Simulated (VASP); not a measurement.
# Ru3C (P6_3/mmc) in VASP: further runs, part 2 of 2

VASP 6.6.1. The steps go on from the part before.

**3. Relaxation of cell and atoms, PBE**

Contents of INCAR:

```
SYSTEM = Ru3C
ALGO = Normal
EDIFF = 1E-6
EDIFFG = -0.04
ENCUT = 600
GGA = PE
IBRION = 2
ISIF = 3
ISMEAR = 0
LASPH = .TRUE.
LCHARG = .FALSE.
LREAL = .FALSE.
LWAVE = .FALSE.
NELM = 80
NSW = 90
PREC = Accurate
SIGMA = 0.1
```

Contents of KPOINTS:

```
k-points
0
G
  3 3 6
  0 0 0
```

Contents of POSCAR:

```
Ru3C
1.0
    6.7067348495      0.0000000000      0.0000000000
   -3.3533674247      5.8082027561      0.0000000000
    0.0000000000      0.0000000000      2.6709792697
Ru C
6 2
Direct
    0.8070740617      0.6141481235      0.2500000000
    0.1929259383      0.8070740617      0.7500000000
    0.3858518765      0.1929259383      0.2500000000
    0.1929259383      0.3858518765      0.7500000000
    0.8070740617      0.1929259383      0.2500000000
    0.6141481235      0.8070740617      0.7500000000
    0.3333333333      0.6666666667      0.2500000000
    0.6666666667      0.3333333333      0.7500000000
```

Potentials or basis: VASP PAW PBE potentials, release 64 (Ru_pv, C).

The run is started by

```console
$ cat potpaw_PBE.64/Ru_pv/POTCAR potpaw_PBE.64/C/POTCAR > POTCAR
$ mpirun -np 1 vasp_std > vasp.out
```

OUTCAR:

```text
SYSTEM = Ru3C
   EDIFF = 1E-6
   EDIFFG = -0.04
   ENCUT = 600
   GGA = PE
   IBRION = 2
   ISIF = 3
   ISMEAR = 0
   LASPH = .TRUE.
   LREAL = .FALSE.
   NELM = 80
   NSW = 90
   PREC = Accurate

 ion  position               nearest neighbor table
   1  0.807  0.614  0.250-   8 2.11   8 2.11   6 2.61   6 2.61   2 2.61   2 2.61   5 2.83   3 2.83

   2  0.193  0.807  0.750-   7 2.11   7 2.11   3 2.61   3 2.61   1 2.61   1 2.61   4 2.83   6 2.83

   3  0.386  0.193  0.250-   8 2.11   8 2.11   4 2.61   4 2.61   2 2.61   2 2.61   5 2.83   1 2.83

   4  0.193  0.386  0.750-   7 2.11   7 2.11   3 2.61   3 2.61   5 2.61   5 2.61   2 2.83   6 2.83

   5  0.807  0.193  0.250-   8 2.11   8 2.11   6 2.61   6 2.61   4 2.61   4 2.61   1 2.83   3 2.83

   6  0.614  0.807  0.750-   7 2.11   7 2.11   1 2.61   1 2.61   5 2.61   5 2.61   2 2.83   4 2.83

   7  0.333  0.667  0.250-   2 2.11   2 2.11   4 2.11   4 2.11   6 2.11   6 2.11
[... 196 lines left out ...]
  -------------------------------------------------------------------------------------
  Total       -0.3132111     -0.3132111      1.0191373     -0.0000000      0.0000000     -0.0000000
  in kB       -4.8230775     -4.8230775     15.6935012     -0.0000000      0.0000000     -0.0000000
  external PRESSURE =       2.0157820 kB  Pullay stress =       0.0000000 kB
[... 155 lines left out ...]
--------------------------------------- Ionic step        5  -------------------------------------------

 number of electron      91.9999995 magnetization

 Free energy of the ion-electron system (eV)
  ---------------------------------------------------
  ext. energy  EPLUGINS =         0.00000000
  ---------------------------------------------------
  free energy    TOTEN  =       -69.40063975 eV

  energy without entropy =      -69.34682165  energy(sigma->0) =      -69.37373070

 E-fermi :  10.7540     XC(G=0): -13.2068

 val. band max:       10.7532638901   @ k =   0.3333  -0.0000   0.0000
 cond. band min:      10.7935536501   @ k =   0.3333  -0.0000   0.3333
 fundamental gap:      0.0402897601
 Fermi energy:        10.7540446788

 k-point     1 :       0.0000    0.0000    0.0000
  band No.  band energies     occupation
      1     -32.6654      2.00000
      2     -32.6505      2.00000
      3     -32.5726      2.00000
      4     -32.5726      2.00000
      5     -32.4810      2.00000
      6     -32.4810      2.00000
[... 720 lines left out ...]
  FREE ENERGIE OF THE ION-ELECTRON SYSTEM (eV)
  ---------------------------------------------------
  free  energy   TOTEN  =       -69.4006397513 eV

  energy  without entropy=      -69.3468216508  energy(sigma->0) =      -69.37373070

 reached required accuracy - stopping structural energy minimisation
```

OSZICAR:

```text
N       E                     dE             d eps       ncg     rms          rms(c)
DAV:   1     0.122238980101E+04    0.12224E+04   -0.59871E+04  1360   0.202E+03
DAV:   2    -0.151380634791E+02   -0.12375E+04   -0.12051E+04  1404   0.591E+02
DAV:   3    -0.749654694292E+02   -0.59827E+02   -0.57397E+02  1735   0.121E+02
[... 43 lines left out ...]
DAV:   3    -0.694006138664E+02    0.10705E-02   -0.57913E-03  1437   0.330E-01    0.111E-01
DAV:   4    -0.694006072171E+02    0.66494E-05   -0.15850E-03  1536   0.174E-01    0.597E-02
DAV:   5    -0.694006325006E+02   -0.25284E-04   -0.12404E-04  1675   0.488E-02    0.410E-02
DAV:   6    -0.694006401753E+02   -0.76748E-05   -0.68415E-05  1633   0.323E-02    0.817E-03
DAV:   7    -0.694006397513E+02    0.42407E-06   -0.61309E-06  1266   0.113E-02
   5 F= -.69400640E+02 E0= -.69373731E+02  d E =-.622454E-03
```

Run time: 8.8 min. Hardware: 1 thread of Intel Xeon 8259CL, shared host; peak memory 0.29 GiB.

What came out:

```yaml
Free_energy: -69.4006 eV
Relaxed_volume: 12.99 Å³/atom
Relaxed_cell: a = 6.692 Å, b = 6.692 Å, c = 2.679 Å, α = 90.00°, β = 90.00°, γ = 120.00°
Space_group_after_relaxing_to_0.1_Å: P6_3/mmc (No. 194)
Energy_gained_by_relaxing: 0.6 meV/atom
Ionic_steps: 5
Pressure_after_relaxing: 0.0 GPa
Largest_force_after_relaxing: 0.011 eV/Å
Band_gap_on_the_k_mesh: zero (bands 46 and 47 overlap by 1.12 eV)
```

Forces on the atoms (eV/Å):
```
Ru   0.000  0.011  0.000
Ru  -0.010  0.006  0.000
Ru  -0.010 -0.006  0.000
Ru   0.000 -0.011  0.000
Ru   0.010 -0.006  0.000
Ru   0.010  0.006  0.000
C    0.000  0.000  0.000
C    0.000  0.000  0.000
```

The path:
| step | energy change (eV) | largest force (eV/Å) | pressure (GPa) | volume (Å³) |
| --- | --- | --- | --- | --- |
| 1 | 0.0000 | 0.1566 | 0.20 | 104.05 |
| 2 | -0.0014 | 0.0797 | -1.28 | 104.29 |
| 3 | -0.0040 | 0.0253 | -0.63 | 104.18 |
| 4 | -0.0034 | 0.0093 | 0.92 | 103.53 |
| 5 | -0.0046 | 0.0115 | 0.01 | 103.91 |

Final structure:
```
CELL_PARAMETERS angstrom
6.69249 0.00000 0.00000
-3.34624 5.79587 0.00000
0.00000 0.00000 2.67877
ATOMIC_POSITIONS crystal
Ru 0.80753 0.61505 0.25000
Ru 0.19247 0.80753 0.75000
Ru 0.38495 0.19247 0.25000
Ru 0.19247 0.38495 0.75000
Ru 0.80753 0.19247 0.25000
Ru 0.61505 0.80753 0.75000
C 0.33333 0.66667 0.25000
C 0.66667 0.33333 0.75000
```

Caveat: the k points lie up to 0.39 Å⁻¹ apart in the final cell, too coarse for converged energies and pressures of a metal.

**4. Single point, PBE**

This run uses another cell than the first one, of 12.98 Å³/atom.

Contents of INCAR:

```
SYSTEM = Ru3C
PREC     = Accurate       ! precision mode
ENCUT    = 520            ! plane-wave cutoff, eV
EDIFF    = 1E-7           ! SCF threshold, eV
ISMEAR   = 0              ! smearing method
SIGMA    = 0.1            ! smearing width, eV
LREAL    = .FALSE.        ! projectors in reciprocal space
LASPH    = .TRUE.         ! aspherical terms in the spheres
NELM     = 60             ! most SCF steps
ALGO     = Normal         ! electronic algorithm
ISIF     = 2              ! what is computed and relaxed
LWAVE    = .FALSE.        ! write WAVECAR
LCHARG   = .TRUE.         ! write CHGCAR
GGA      = PE             ! functional
LELF     = .TRUE.         ! ELF
LVHAR    = .TRUE.       
NBANDS   = 56             ! bands
```

Contents of KPOINTS:

```
Automatic mesh
0
G
  6 6 14
  0 0 0
```

Contents of POSCAR:

```
Ru3C
1.0
    6.6860647662      0.0000000000      0.0000000000
   -3.3430323831      5.7903019389      0.0000000000
    0.0000000000      0.0000000000      2.6819858202
Ru C
6 2
Direct
    0.8071666670      0.6143333339      0.2500000000
    0.1928333330      0.8071666670      0.7500000000
    0.3856666661      0.1928333330      0.2500000000
    0.1928333330      0.3856666661      0.7500000000
    0.8071666670      0.1928333330      0.2500000000
    0.6143333339      0.8071666670      0.7500000000
    0.3333333333      0.6666666667      0.2500000000
    0.6666666667      0.3333333333      0.7500000000
```

The run is started by

```console
$ cat potpaw_PBE.64/Ru_pv/POTCAR potpaw_PBE.64/C/POTCAR > POTCAR
$ mpirun -np 1 vasp_std > vasp.out
```

Wall time 7.7 min (1 thread of Intel Xeon 8259CL, shared host); peak memory 0.37 GiB.

It converged, with:

```
Free energy            : -69.4596 eV
Pressure               : 0.1 GPa
Largest force          : 0.016 eV/Å
Band gap on the k mesh : zero (bands 46 and 47 overlap by 1.25 eV)
```

Forces in eV/Å, atoms in the order of the input:
```
Ru   0.000  0.016  0.000
Ru  -0.014  0.008  0.000
Ru  -0.014 -0.008  0.000
Ru   0.000 -0.016  0.000
Ru   0.014 -0.008  0.000
Ru   0.014  0.008  0.000
C    0.000  0.000  0.000
C    0.000  0.000  0.000
```

Stress tensor (GPa, compression positive):
```
0.03 0.00 0.00
0.00 0.03 0.00
0.00 0.00 0.11
```

Levels at points of the mesh, in eV from the Fermi level:
```
           k point  band 43  band 44  band 45  band 46  band 47  band 48  band 49  band 50
(0.00, 0.00, 0.00)    -1.38    -1.38    -0.57    -0.57     0.08     0.08     0.90     0.90
(0.50, 0.00, 0.00)    -1.13    -1.12    -1.10    -0.89    -0.05     0.18     0.29     0.41
(0.00, 0.00, 0.50)    -0.32    -0.32     0.80     0.80     0.80     0.80     0.95     0.95
(0.50, 0.00, 0.50)    -0.11    -0.11     0.21     0.21     1.09     1.09     1.41     1.41
```

**5. The runs side by side**

| task | cell | k mesh | cutoff (eV) | gap on the mesh (eV) | pressure (GPa) | largest force (eV/Å) |
| --- | --- | --- | --- | --- | --- | --- |
| single point | a = 6.707, b = 6.707, c = 2.671 Å, angles 90.0, 90.0, 120.0°, 8 atoms, atomic positions A | 6 × 6 × 4 | 520 | none | -0.1 | 0.01 |
| relaxation of cell and atoms | relaxed from a = 6.707, b = 6.707, c = 2.671 Å, angles 90.0, 90.0, 120.0°, 8 atoms, atomic positions A | 3 × 3 × 6 | 600 | none | 0.0 | 0.01 |
| single point | a = 6.686, b = 6.686, c = 2.682 Å, angles 90.0, 90.0, 120.0°, 8 atoms, atomic positions B | 6 × 6 × 14 | 520 | none | 0.1 | 0.02 |

Alike in all rows: level PBE; potentials or basis VASP PAW PBE potentials, release 64 (Ru_pv, C); no spin polarisation; smearing gaussian 0.1 eV.

Caveats: some runs use coarse meshes.

Absolute energies hang on the potentials; compare differences alone.

The gap in the log of VASP goes by the Fermi energy; the results here count the filled bands.